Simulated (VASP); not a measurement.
# TaN (scan) (P-6m2) in VASP: relaxation of cell and atoms with r2SCAN

Aim: the relaxation of cell and atoms of TaN (scan) with r2SCAN.

Everything below comes from runs of VASP 6.6.1. Logs are shortened: lines on timing, memory, paths and dates and some standing lists are left out, and cuts for length are marked.

## 1. The cell of the first run

Symmetry: P-6m2, No. 187, hexagonal system. Conventional cell: a = 2.940 Å, b = 2.940 Å, c = 2.890 Å, α = 90.00°, β = 90.00°, γ = 120.00°. Within 2.9 Å of Ta (site symmetry -6m2) lie 6 N at 2.23 Å and 2 Ta at 2.89 Å. N (site symmetry -6m2) has 6 Ta at 2.23 Å and 2 N at 2.89 Å within 2.9 Å.

## 2. Relaxation of cell and atoms, r2SCAN

POSCAR reads:

```
TaN
1.0
    2.9399421800      0.0000000000      0.0000000000
   -1.4699710900      2.5460646100      0.0000000000
    0.0000000000      0.0000000000      2.8901750800
Ta N
1 1
Direct
    0.0000000000      0.0000000000      0.5000000000
    0.6666666700      0.3333333300      0.0000000000
```

INCAR.step1 reads:

```
  PREC = Accurate
  ENCUT = 600
  ISMEAR = 0
  SIGMA = 0.1
  LREAL = False
  LASPH = True
  NELM = 80
  GGA = PE
  ALGO = Normal
  EDIFF = 1E-4
  LWAVE = True
  LCHARG = False
```

INCAR.step2 reads:

```
  PREC = Accurate
  ENCUT = 600
  EDIFF = 1E-6
  ISMEAR = 0
  SIGMA = 0.1
  LREAL = False
  LASPH = True
  NELM = 80
  ALGO = Normal
  ISIF = 3
  LWAVE = False
  LCHARG = False
  METAGGA = R2SCAN
  LMIXTAU = True
  IBRION = 2
  NSW = 100
  EDIFFG = -0.002
  ISTART = 1
```

KPOINTS reads:

```
Automatic mesh
0
Gamma
  18 18 14
```

Potentials or basis: VASP PAW PBE potentials, release 64 (Ta_pv, N).

Command:

```
$ cat potpaw_PBE.64/Ta_pv/POTCAR potpaw_PBE.64/N/POTCAR > POTCAR
$ cp INCAR.step1 INCAR
$ mpirun -np 1 vasp_std > vasp.out
$ cp INCAR.step2 INCAR
$ mpirun -np 1 vasp_std > vasp.out
```

OUTCAR:

```text
PREC = Accurate
   ENCUT = 600
   EDIFF = 1E-6
   ISMEAR = 0
   LREAL = False
   LASPH = True
   NELM = 80
   ISIF = 3
   METAGGA = R2SCAN
   IBRION = 2
   NSW = 100
   EDIFFG = -0.002
   ISTART = 1

 ion  position               nearest neighbor table
   1  0.000  0.000  0.500-   2 2.23   2 2.23   2 2.23   2 2.23   2 2.23   2 2.23
   2  0.667  0.333  0.000-   1 2.23   1 2.23   1 2.23   1 2.23   1 2.23   1 2.23

  LATTYP: Found a hexagonal cell.
 ALAT       =     2.9399421800
 C/A-ratio  =     0.9830720821

  Lattice vectors:

 A1 = (   2.9399421800,   0.0000000000,   0.0000000000)
 A2 = (  -1.4699710900,   2.5460646100,   0.0000000000)
 A3 = (   0.0000000000,   0.0000000000,   2.8901750800)

Analysis of symmetry for initial positions (statically):
=====================================================================
 Subroutine PRICEL returns:
 Original cell was already a primitive cell.

 Routine SETGRP: Setting up the symmetry group for a
 hexagonal supercell.

 Subroutine GETGRP returns: Found 12 space group operations
 (whereof 12 operations were pure point group operations)
 out of a pool of 24 trial point group operations.

The static configuration has the point symmetry D_3h.

Analysis of symmetry for dynamics (positions and initial velocities):
=====================================================================
 Subroutine PRICEL returns:
 Original cell was already a primitive cell.

 Routine SETGRP: Setting up the symmetry group for a
 hexagonal supercell.

 Subroutine GETGRP returns: Found 12 space group operations
 (whereof 12 operations were pure point group operations)
 out of a pool of 24 trial point group operations.

The dynamic configuration has the point symmetry D_3h.

 Subroutine INISYM returns: Found 12 space group operations
 (whereof 12 operations are pure point group operations),
 and found     1 'primitive' translations

----------------------------------------------------------------------------------------

                                     Primitive cell

  volume of cell :      21.6338

  direct lattice vectors                    reciprocal lattice vectors
     2.939942180  0.000000000  0.000000000     0.340142744  0.196381505  0.000000000
    -1.469971090  2.546064610  0.000000000     0.000000000  0.392763010  0.000000000
     0.000000000  0.000000000  2.890175080     0.000000000  0.000000000  0.345999800

  length of vectors
     2.939942180  2.939942177  2.890175080     0.392763010  0.392763010  0.345999800

  position of ions in fractional coordinates (direct lattice)
     0.000000000  0.000000000  0.500000000
     0.666666670  0.333333330  0.000000000

  ion indices of the primitive-cell ions
   primitive index   ion index
                 1           1
                 2           2

----------------------------------------------------------------------------------------

 KPOINTS: Automatic mesh

Automatic generation of k-mesh.
 Grid dimensions read from file:
 generate k-points for:   18   18   14

 Generating k-lattice:

  Cartesian coordinates                     Fractional coordinates (reciprocal lattice)
     0.018896819  0.010910084  0.000000000     0.055555556  0.000000000  0.000000000
     0.000000000  0.021820167  0.000000000     0.000000000  0.055555556  0.000000000
     0.000000000  0.000000000  0.024714271     0.000000000  0.000000000  0.071428571

  Length of vectors
     0.021820167  0.021820167  0.024714271

  Shift w.r.t. Gamma in fractional coordinates (k-lattice)
     0.000000000  0.000000000  0.000000000

 Subroutine IBZKPT returns following result:
 ===========================================

 Found    296 irreducible k-points:

 Following reciprocal coordinates:
            Coordinates               Weight
  0.000000  0.000000  0.000000      1.000000
  0.055556  0.000000  0.000000      6.000000
  0.111111  0.000000  0.000000      6.000000
  0.166667  0.000000  0.000000      6.000000
  0.222222  0.000000  0.000000      6.000000
  0.277778  0.000000  0.000000      6.000000
[... 16 lines left out ...]
  0.333333  0.111111  0.000000     12.000000
  0.388889  0.111111  0.000000     12.000000
 [... further k-points ...]
   k-points           NKPTS =    296   k-points in BZ     NKDIM =    296   number of bands    NBANDS=     12
   number of dos      NEDOS =    301   number of ions     NIONS =      2
   total plane-waves  NPLWV =  13824
   dimension x,y,z NGX =    24 NGY =   24 NGZ =   24
   dimension x,y,z NGXF=    48 NGYF=   48 NGZF=   48
   ions per type =               1   1
   NGX,Y,Z   is equivalent  to a cutoff of  13.57, 13.57, 13.81 a.u.
   NGXF,Y,Z  is equivalent  to a cutoff of  27.14, 27.14, 27.61 a.u.
 SYSTEM =  unknown system
   PREC   = accura    normal or accurate (medium, high low for compatibility)
   ISTART =      1    job   : 0-new  1-cont  2-samecut
   ICHARG =      0    charge: 1-file 2-atom 10-const
   ISPIN  =      1    spin polarized calculation?
   LNONCOLLINEAR =      F non collinear calculations
   LSORBIT =      F    spin-orbit coupling
   LASPH  =      T    aspherical Exc in radial PAW
   ENCUT  =  600.0 eV  44.10 Ry    6.64 a.u.   5.87  5.87  5.77*2*pi/ulx,y,z
   NELM   =     80;   NELMIN=  2; NELMDL=  0     # of ELM steps
   EDIFF  = 0.1E-05   stopping-criterion for ELM
   LREAL  =      F    real-space projection
   EDIFFG = -.2E-02   stopping-criterion for IOM
   NSW    =    100    number of steps for IOM
   IBRION =      2    ionic relax: 0-MD 1-quasi-New 2-CG
   NFREE  =      1    steps in history (QN), initial steepest desc. (CG)
   ISIF   =      3    stress and relaxation
   ISYM   =      2    0-nonsym 1-usesym 2-fastsym
   POTIM  = 0.5000    time-step for ionic-motion
   TEBEG  =    0.0;   TEEND  =   0.0 temperature during run
   PSTRESS=    0.0 pullay stress
   NELECT =      16.0000    total number of electrons
   NUPDOWN=      -1.0000    fix difference up-down
   EMIN   =  10.00;   EMAX   =-10.00  energy-range for DOS
   EFERMI =   0.00;   METHOD = LEGACY
   ISMEAR =     0;   SIGMA  =   0.10  broadening in eV -4-tet -1-fermi 0-gaus
   EFERMI_NEDOS =   21; number of points for ismear=-14 and -15
   IALGO  =     38    algorithm
   IMIX   =      4    mixing-type and parameters
     AMIX     =   0.40;   BMIX     =  1.00
     AMIX_MAG =   1.60;   BMIX_MAG =  1.00
  volume/ion in A,a.u.               =      10.82        73.00
  Fermi-wavevector in a.u.,A,eV,Ry     =   1.480485  2.797711 29.821741  2.191836
  Thomas-Fermi vector in A             =   2.594513
   LORBIT       =      0    0 simple, 1 ext, 2 COOP (PROOUT), +10 PAW based schemes
   METAGGA = R2SCAN    functional components
   LHFCALC =     F    Hartree Fock is set to
   AEXX    =    0.0000 exact exchange contribution
   IVDW    =     0    specifies the selected vdW correction
   LEPSILON=     F    determine dielectric tensor
   LRPA    =     F    only Hartree local field effects (RPA)
 conjugate gradient relaxation of ions
 non-spin polarized calculation
 Gauss-broadening in eV      SIGMA  =   0.10
  energy-cutoff  :      600.00
  volume of cell :       21.63
 maximum number of plane-waves:       738
 NGX is ok and might be reduce to    24
   NGX = 11   NGY = 11   NGZ = 11

--------------------------------------- Ionic step        1  -------------------------------------------

 number of electron      16.0000001 magnetization

 Free energy of the ion-electron system (eV)
  ---------------------------------------------------
  ext. energy  EPLUGINS =         0.00000000
  ---------------------------------------------------
  free energy    TOTEN  =       -60.39679951 eV

  energy without entropy =      -60.39655173  energy(sigma->0) =      -60.39667562

------------------------ aborting loop because EDIFF is reached ----------------------------------------

  FORCE on cell =-STRESS in cart. coord.  units (eV):
  Direction    XX          YY          ZZ          XY          YZ          ZX
  --------------------------------------------------------------------------------------
  -------------------------------------------------------------------------------------
  Total        0.0149472      0.0149472     -0.0400175      0.0000000     -0.0000000      0.0000000
  in kB        1.1069763      1.1069762     -2.9636575      0.0000000     -0.0000000      0.0000000
  external PRESSURE =      -0.2499017 kB  Pullay stress =       0.0000000 kB

 VOLUME and BASIS-vectors are now :
 -----------------------------------------------------------------------------
  energy-cutoff  :      600.00
  volume of cell :       21.63
      direct lattice vectors                 reciprocal lattice vectors
     2.939942180  0.000000000  0.000000000     0.340142744  0.196381505  0.000000000
    -1.469971090  2.546064610  0.000000000     0.000000000  0.392763010  0.000000000
     0.000000000  0.000000000  2.890175080     0.000000000  0.000000000  0.345999800
[... 145 lines left out ...]
 POSITION                                       TOTAL-FORCE (eV/Angst)
 -----------------------------------------------------------------------------------
      0.00000     -0.00000      1.44455        -0.000000     -0.000000     -0.000000
      1.47036      0.84891      0.00000         0.000000      0.000000      0.000000
 -----------------------------------------------------------------------------------
    total drift:                               -0.000009      0.000005      0.000000

  FREE ENERGIE OF THE ION-ELECTRON SYSTEM (eV)
  ---------------------------------------------------
  free  energy   TOTEN  =       -60.3968121954 eV

  energy  without entropy=      -60.3965643019  energy(sigma->0) =      -60.39668825

--------------------------------------- Ionic step        6  -------------------------------------------

 number of electron      16.0000001 magnetization

 Free energy of the ion-electron system (eV)
  ---------------------------------------------------
  ext. energy  EPLUGINS =         0.00000000
  ---------------------------------------------------
  free energy    TOTEN  =       -60.39681439 eV

  energy without entropy =      -60.39656654  energy(sigma->0) =      -60.39669047

 E-fermi :   8.1764     XC(G=0): -14.3243

 val. band max:        8.1459289336   @ k =   0.0000   0.0000   0.4286
 cond. band min:       8.2058578370   @ k =   0.0556   0.0000   0.5000
 fundamental gap:      0.0599289034
 Fermi energy:         8.1764318605

 k-point     1 :       0.0000    0.0000    0.0000
  band No.  band energies     occupation
      1     -27.9773      2.00000
      2     -27.7149      2.00000
      3     -27.7149      2.00000
      4     -10.5999      2.00000
      5       3.3769      2.00000
      6       3.3769      2.00000
      7       3.7974      2.00000
      8       5.0296      2.00000
      9      10.6468      0.00000
     10      11.9068      0.00000
     11      11.9068      0.00000
     12      12.3828      0.00000

 k-point     2 :       0.0556    0.0000    0.0000
  band No.  band energies     occupation
      1     -27.9730      2.00000
      2     -27.7496      2.00000
      3     -27.7222      2.00000
      4     -10.5354      2.00000
      5       3.1741      2.00000
      6       3.4266      2.00000
      7       3.8897      2.00000
      8       4.9349      2.00000
      9      10.8956      0.00000
     10      11.7681      0.00000
     11      11.9160      0.00000
     12      12.3489      0.00000
[... 316 lines left out ...]
 k-point    24 :       0.3889    0.1111    0.0000
  band No.  band energies     occupation
      1     -28.7079      2.00000
      2     -28.0256      2.00000
      3     -27.8315      2.00000
      4      -8.3231      2.00000
      5      -0.1997      2.00000
      6       2.7918      2.00000
      7       3.7190      2.00000
      8       5.7613      2.00000
      9      10.6772      0.00000
     10      11.3389      0.00000
     11      12.8991      0.00000
     12      14.5305      0.00000

 [... further k-points ...]
[... 5 lines left out ...]
  --------------------------------------------------------------------------------------
  -------------------------------------------------------------------------------------
  Total       -0.0000575     -0.0000575     -0.0009585      0.0000000      0.0000000      0.0000000
  in kB       -0.0042621     -0.0042621     -0.0709875      0.0000000      0.0000000      0.0000000
  external PRESSURE =      -0.0265039 kB  Pullay stress =       0.0000000 kB

 VOLUME and BASIS-vectors are now :
 -----------------------------------------------------------------------------
  energy-cutoff  :      600.00
  volume of cell :       21.63
      direct lattice vectors                 reciprocal lattice vectors
     2.940515465  0.000000000  0.000000000     0.340076429  0.196343218  0.000000000
    -1.470257733  2.546561089  0.000000000     0.000000000  0.392686437  0.000000000
     0.000000000 -0.000000000  2.889006185     0.000000000 -0.000000000  0.346139792

 POSITION                                       TOTAL-FORCE (eV/Angst)
 -----------------------------------------------------------------------------------
      0.00000     -0.00000      1.44450        -0.000000     -0.000000      0.000000
      1.47026      0.84885      0.00000         0.000000      0.000000      0.000000
 -----------------------------------------------------------------------------------
    total drift:                               -0.000009      0.000005      0.000000

  FREE ENERGIE OF THE ION-ELECTRON SYSTEM (eV)
  ---------------------------------------------------
  free  energy   TOTEN  =       -60.3968143942 eV

  energy  without entropy=      -60.3965665387  energy(sigma->0) =      -60.39669047

 reached required accuracy - stopping structural energy minimisation
```

Wall time 16 min (1 thread of AMD EPYC 7R13 (Zen 3), shared host); peak memory 0.21 GiB.

Results:

```
Free energy               : -60.3968 eV
Energy gained by relaxing : 0.0 meV/atom
Ionic steps               : 6
Pressure after relaxing   : 0.0 GPa
Band gap on the k mesh    : zero (band 8 reaches 8.35 eV, above the bottom of band 9 at 8.09 eV)
```

Final structure:
```cif
data_structure
_symmetry_space_group_name_H-M 'P 1'
_symmetry_Int_Tables_number 1
_cell_length_a 2.9405
_cell_length_b 2.9405
_cell_length_c 2.8890
_cell_angle_alpha 90.000
_cell_angle_beta 90.000
_cell_angle_gamma 120.000
_cell_volume 21.63
loop_
_atom_site_label
_atom_site_type_symbol
_atom_site_fract_x
_atom_site_fract_y
_atom_site_fract_z
_atom_site_occupancy
Ta1 Ta 0.00000 0.00000 0.50000 1
N1 N 0.66667 0.33333 0.00000 1
```

Caveat: the PAW data sets were made with another functional, which shifts forces and pressure a little; spin-orbit coupling is left out, which moves the levels of the heavy elements.
